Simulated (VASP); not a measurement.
# H (P1) in VASP: single point with PBEsol

Aim: the single point of H with PBEsol.

Everything below comes from runs of VASP 6.6.1. Logs are shortened: lines on timing, memory, paths and dates and some standing lists are left out, and cuts for length are marked.

**1. The cell of the first run**

The typed cell holds 4 atoms: a = 3.257 Å, b = 3.283 Å, c = 6.375 Å, α = 89.85°, β = 89.23°, γ = 117.85°.

**2. Single point, PBEsol (atoms moved at random and the cell strained at random)**

INCAR reads:

```
ALGO = Normal
EDIFF = 1E-7
ENCUT = 520
GGA = PS
ISIF = 2
ISMEAR = 0
LASPH = True
LCHARG = False
LREAL = False
LWAVE = False
NBANDS = 10
NELM = 80
PREC = Accurate
SIGMA = 0.02
```

KPOINTS reads:

```
k-points
0
Gamma
  8 8 4
```

POSCAR reads:

```
H
1.0
    1.6753942744     -2.7932981704      0.0218472306
    1.7007989749      2.8086295167      0.0043644260
    0.0501944605     -0.0202040596      6.3748859002
H
4
Direct
    0.6450293224      0.4270529969      1.0129839263
    0.3697348753      0.5559323180      0.0276795847
    0.4687213725      0.6205883967      0.4580991149
    0.5165132271      0.3964214249      0.5012373741
```

Potentials or basis: VASP PAW PBE potentials, release 64 (H).

Started as:

```
cat potpaw_PBE.64/H/POTCAR > POTCAR
mpirun -np 1 vasp_std > vasp.out
```

OUTCAR:

```text
EDIFF = 1E-7
   ENCUT = 520
   GGA = PS
   ISIF = 2
   ISMEAR = 0
   LASPH = True
   LREAL = False
   NELM = 80
   PREC = Accurate

 ion  position               nearest neighbor table
   1  0.645  0.427  0.013-
   2  0.370  0.556  0.028-
   3  0.469  0.621  0.458-   4 0.87
   4  0.517  0.396  0.501-   3 0.87

  LATTYP: Found a triclinic cell.
 ALAT       =     8.5559236581
 B/A-ratio  =     1.2480571622
 C/A-ratio  =     1.0724866734
 COS(alpha) =     0.0017147439
 COS(beta)  =     0.6742363568
 COS(gamma) =     0.7361621638

  Lattice vectors:

 A1 = (  -1.6499895739,   8.3952258575,  -0.0393300352)
 A2 = (   1.7763981359,   8.3903531442,   6.3617675216)
 A3 = (  -3.4009830093,   5.6068004004,  -6.4185803614)

Analysis of symmetry for initial positions (statically):
=====================================================================
 Subroutine PRICEL returns:
 Original cell was already a primitive cell.

 Routine SETGRP: Setting up the symmetry group for a
 triclinic supercell.

 Subroutine GETGRP returns: Found  1 space group operations
 (whereof  1 operations were pure point group operations)
 out of a pool of  2 trial point group operations.

The static configuration has the point symmetry C_1 .

Analysis of symmetry for dynamics (positions and initial velocities):
=====================================================================
 Subroutine PRICEL returns:
 Original cell was already a primitive cell.

 Routine SETGRP: Setting up the symmetry group for a
 triclinic supercell.

 Subroutine GETGRP returns: Found  1 space group operations
 (whereof  1 operations were pure point group operations)
 out of a pool of  2 trial point group operations.

The dynamic configuration has the point symmetry C_1 .

 Subroutine INISYM returns: Found  1 space group operations
 (whereof  1 operations are pure point group operations),
 and found     1 'primitive' translations

----------------------------------------------------------------------------------------

                                     Primitive cell

  volume of cell :      60.2792

  direct lattice vectors                    reciprocal lattice vectors
     1.675394274 -2.793298170  0.021847231     0.297030934 -0.179866091 -0.002908810
     1.700798975  2.808629517  0.004364426     0.295400766  0.177164833 -0.001764429
     0.050194461 -0.020204060  6.374885900    -0.001220188  0.000495123  0.156876729

  length of vectors
     3.257289969  3.283464019  6.375115523     0.347257322  0.344459147  0.156882256

  position of ions in fractional coordinates (direct lattice)
     0.645029322  0.427052997  0.012983926
     0.369734875  0.555932318  0.027679585
     0.468721372  0.620588397  0.458099115
     0.516513227  0.396421425  0.501237374

  ion indices of the primitive-cell ions
   primitive index   ion index
                 1           1
                 2           2
                 3           3
                 4           4

----------------------------------------------------------------------------------------

 KPOINTS: k-points

Automatic generation of k-mesh.
 Grid dimensions read from file:
 generate k-points for:    8    8    4

 Generating k-lattice:

  Cartesian coordinates                     Fractional coordinates (reciprocal lattice)
     0.037128867 -0.022483261 -0.000363601     0.125000000 -0.000000000 -0.000000000
     0.036925096  0.022145604 -0.000220554     0.000000000  0.125000000  0.000000000
    -0.000305047  0.000123781  0.039219182     0.000000000 -0.000000000  0.250000000

  Length of vectors
     0.043407165  0.043057393  0.039220564

  Shift w.r.t. Gamma in fractional coordinates (k-lattice)
     0.000000000  0.000000000  0.000000000

 Subroutine IBZKPT returns following result:
 ===========================================

 Found    132 irreducible k-points:

 Following reciprocal coordinates:
            Coordinates               Weight
  0.000000  0.000000  0.000000      1.000000
  0.125000 -0.000000  0.000000      2.000000
  0.250000 -0.000000  0.000000      2.000000
  0.375000 -0.000000  0.000000      2.000000
  0.500000 -0.000000  0.000000      1.000000
  0.000000  0.125000  0.000000      2.000000
[... 16 lines left out ...]
  0.125000  0.375000  0.000000      2.000000
  0.250000  0.375000  0.000000      2.000000
 [... further k-points ...]
   k-points           NKPTS =    132   k-points in BZ     NKDIM =    132   number of bands    NBANDS=     10
   number of dos      NEDOS =    301   number of ions     NIONS =      4
   total plane-waves  NPLWV =  27648
   dimension x,y,z NGX =    24 NGY =   24 NGZ =   48
   dimension x,y,z NGXF=    48 NGYF=   48 NGZF=   96
   ions per type =               4
   NGX,Y,Z   is equivalent  to a cutoff of  12.25, 12.15, 12.52 a.u.
   NGXF,Y,Z  is equivalent  to a cutoff of  24.50, 24.30, 25.03 a.u.
 SYSTEM =  unknown system
   PREC   = accura    normal or accurate (medium, high low for compatibility)
   ISTART =      0    job   : 0-new  1-cont  2-samecut
   ICHARG =      2    charge: 1-file 2-atom 10-const
   ISPIN  =      1    spin polarized calculation?
   LNONCOLLINEAR =      F non collinear calculations
   LSORBIT =      F    spin-orbit coupling
   LASPH  =      T    aspherical Exc in radial PAW
   ENCUT  =  520.0 eV  38.22 Ry    6.18 a.u.   6.06  6.11 11.85*2*pi/ulx,y,z
   NELM   =     80;   NELMIN=  2; NELMDL= -5     # of ELM steps
   EDIFF  = 0.1E-06   stopping-criterion for ELM
   LREAL  =      F    real-space projection
   EDIFFG = 0.1E-05   stopping-criterion for IOM
   NSW    =      0    number of steps for IOM
   IBRION =     -1    ionic relax: 0-MD 1-quasi-New 2-CG
   NFREE  =      0    steps in history (QN), initial steepest desc. (CG)
   ISIF   =      2    stress and relaxation
   ISYM   =      2    0-nonsym 1-usesym 2-fastsym
   POTIM  = 0.5000    time-step for ionic-motion
   TEBEG  =    0.0;   TEEND  =   0.0 temperature during run
   PSTRESS=    0.0 pullay stress
   NELECT =       4.0000    total number of electrons
   NUPDOWN=      -1.0000    fix difference up-down
   EMIN   =  10.00;   EMAX   =-10.00  energy-range for DOS
   EFERMI =   0.00;   METHOD = LEGACY
   ISMEAR =     0;   SIGMA  =   0.02  broadening in eV -4-tet -1-fermi 0-gaus
   EFERMI_NEDOS =   21; number of points for ismear=-14 and -15
   IALGO  =     38    algorithm
   IMIX   =      4    mixing-type and parameters
     AMIX     =   0.40;   BMIX     =  1.00
     AMIX_MAG =   1.60;   BMIX_MAG =  1.00
  volume/ion in A,a.u.               =      15.07       101.70
  Fermi-wavevector in a.u.,A,eV,Ry     =   0.662785  1.252481  5.976813  0.439283
  Thomas-Fermi vector in A             =   1.735961
   LORBIT       =      0    0 simple, 1 ext, 2 COOP (PROOUT), +10 PAW based schemes
   GGA     = PS    functional components
   LHFCALC =     F    Hartree Fock is set to
   AEXX    =    0.0000 exact exchange contribution
   IVDW    =     0    specifies the selected vdW correction
   LEPSILON=     F    determine dielectric tensor
   LRPA    =     F    only Hartree local field effects (RPA)
 non-spin polarized calculation
 Gauss-broadening in eV      SIGMA  =   0.02
  energy-cutoff  :      520.00
  volume of cell :       60.28
 maximum number of plane-waves:      1642
   NGX = 13   NGY = 13   NGZ = 23

 number of electron       3.9999999 magnetization

 Free energy of the ion-electron system (eV)
  ---------------------------------------------------
  ext. energy  EPLUGINS =         0.00000000
  ---------------------------------------------------
  free energy    TOTEN  =       -11.60672497 eV

  energy without entropy =      -11.60672497  energy(sigma->0) =      -11.60672497

 E-fermi :  -6.5512     XC(G=0):  -5.0083

 val. band max:       -6.6439816499   @ k =   0.5000   0.5000   0.0000
 cond. band min:      -2.4622495022   @ k =   0.5000   0.5000   0.0000
 fundamental gap:      4.1817321477
 Fermi energy:        -6.5511771995

 k-point     1 :       0.0000    0.0000    0.0000
  band No.  band energies     occupation
      1      -9.6342      2.00000
      2      -8.6450      2.00000
      3       0.3960      0.00000
      4       3.9964      0.00000
      5       4.6160      0.00000
      6       6.7984      0.00000
      7       8.8037      0.00000
      8      10.3618      0.00000
      9      11.8711      0.00000
     10      12.2831      0.00000

 k-point     2 :       0.1250   -0.0000    0.0000
  band No.  band energies     occupation
      1      -9.4772      2.00000
      2      -8.4824      2.00000
      3       0.6550      0.00000
      4       2.8946      0.00000
      5       4.6498      0.00000
      6       6.5644      0.00000
      7       8.3957      0.00000
      8      10.2430      0.00000
      9      10.5807      0.00000
     10      11.9251      0.00000

 k-point     3 :       0.2500   -0.0000    0.0000
  band No.  band energies     occupation
      1      -9.0683      2.00000
      2      -8.0250      2.00000
      3       0.8284      0.00000
      4       1.5930      0.00000
      5       3.9650      0.00000
      6       6.0724      0.00000
      7       7.7020      0.00000
      8       9.0008      0.00000
      9      10.6187      0.00000
     10      10.8881      0.00000

 k-point     4 :       0.3750   -0.0000    0.0000
  band No.  band energies     occupation
      1      -8.6115      2.00000
      2      -7.4113      2.00000
      3      -0.8173      0.00000
      4       2.6868      0.00000
      5       3.0142      0.00000
      6       5.7637      0.00000
      7       7.3125      0.00000
      8       7.8229      0.00000
      9       7.9838      0.00000
     10      10.7370      0.00000
[... 222 lines left out ...]
 k-point    22 :       0.0000    0.3750    0.0000
  band No.  band energies     occupation
      1      -8.5486      2.00000
      2      -7.6614      2.00000
      3       0.1993      0.00000
      4       1.8881      0.00000
      5       2.8728      0.00000
      6       4.9056      0.00000
      7       7.5185      0.00000
      8       7.7561      0.00000
      9       9.0616      0.00000
     10      10.5552      0.00000

 k-point    23 :       0.1250    0.3750    0.0000
  band No.  band energies     occupation
      1      -8.3316      2.00000
      2      -7.4134      2.00000
      3       0.0063      0.00000
      4       1.5104      0.00000
      5       3.3046      0.00000
      6       3.9947      0.00000
      7       6.3499      0.00000
      8       6.8313      0.00000
      9       9.8840      0.00000
     10      11.4476      0.00000

 k-point    24 :       0.2500    0.3750    0.0000
  band No.  band energies     occupation
      1      -8.1145      2.00000
      2      -7.0403      2.00000
      3      -0.6164      0.00000
      4       1.0414      0.00000
      5       2.9044      0.00000
      6       4.8661      0.00000
      7       5.2104      0.00000
      8       6.8044      0.00000
      9       8.7721      0.00000
     10      10.9557      0.00000

 [... further k-points ...]
[... 5 lines left out ...]
  --------------------------------------------------------------------------------------
  -------------------------------------------------------------------------------------
  Total       -0.5976814     -6.7530296     -0.1549059      0.4023794      0.2419775      0.3227752
  in kB      -15.8859429   -179.4906809     -4.1172879     10.6949552      6.4315887      8.5791344
  external PRESSURE =     -66.4979705 kB  Pullay stress =       0.0000000 kB

 VOLUME and BASIS-vectors are now :
 -----------------------------------------------------------------------------
  energy-cutoff  :      520.00
  volume of cell :       60.28
      direct lattice vectors                 reciprocal lattice vectors
     1.675394274 -2.793298170  0.021847231     0.297030934 -0.179866091 -0.002908810
     1.700798975  2.808629517  0.004364426     0.295400766  0.177164833 -0.001764429
     0.050194461 -0.020204060  6.374885900    -0.001220188  0.000495123  0.156876729

 POSITION                                       TOTAL-FORCE (eV/Angst)
 -----------------------------------------------------------------------------------
      1.80766     -0.60259      0.09873        -0.897628      4.237849      0.317600
      1.56637      0.52807      0.18696         0.897231     -4.238957     -0.355438
      1.86378      0.42447      2.93328        -0.885203     -2.255505      0.817068
      1.56476     -0.33950      3.20835         0.885600      2.256613     -0.779229
 -----------------------------------------------------------------------------------
    total drift:                               -0.000164      0.000081      0.000086

  FREE ENERGIE OF THE ION-ELECTRON SYSTEM (eV)
  ---------------------------------------------------
  free  energy   TOTEN  =       -11.6067249676 eV

  energy  without entropy=      -11.6067249676  energy(sigma->0) =      -11.60672497
```

Wall time 44 s (1 thread of Intel Xeon 6975P-C, shared host); peak memory 0.2 GiB.

What came out:

* Free energy: -11.6067 eV
* Pressure: -6.6 GPa
* Largest force: 4.347 eV/Å
* Band gap on the k mesh: 4.18 eV, direct

Forces on the atoms (eV/Å):
```
H   -0.898  4.238  0.318
H    0.897 -4.239 -0.355
H   -0.885 -2.256  0.817
H    0.886  2.257 -0.779
```

Caveat: the cell differs from its parent crystal (atoms moved at random and the cell strained at random); the PAW data sets were made with another functional, which shifts forces and pressure a little. A k mesh can miss the band edges.
